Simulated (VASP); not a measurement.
Runs of VASP 6.6.1 on Re. The structure is hexagonal, space group P6_3/mmc (No. 194). The conventional cell has a = 2.760 Å, b = 2.760 Å, c = 4.457 Å, α = 90.00°, β = 90.00°, γ = 120.00°. Within 3.6 Å of Re (site symmetry -6m2) lie 12 Re at 2.74 to 2.76 Å. 

```csv
k mesh,smearing,gap on the mesh (eV),pressure (GPa)
19 × 19 × 10,fermi-dirac 0.1 eV,none,0.1
13 × 13 × 7,methfessel-paxton 0.2 eV,none,-0.2
13 × 13 × 7,methfessel-paxton 0.1 eV,none,-0.2
13 × 13 × 7,methfessel-paxton 0.6 eV,none,(a)
13 × 13 × 7,methfessel-paxton 0.3 eV,none,-0.2
```

Alike in all rows: task single point; level r2SCAN; potentials or basis VASP PAW PBE potentials, release 64 (Re); no spin polarisation; cell as given; cutoff (eV) 520.

Estimate the missing entries.

(a) -0.1.

Caveats: the PAW data sets were made with another functional, which shifts forces and pressure a little; spin-orbit coupling is left out, which moves the levels of the heavy elements; so wide a smearing shifts energies and pressures (at least some runs).

A k mesh can miss the band edges, and the runs leave out spin-orbit coupling on Re.

A gap of «none» marks levels without a gap at the run's occupations.
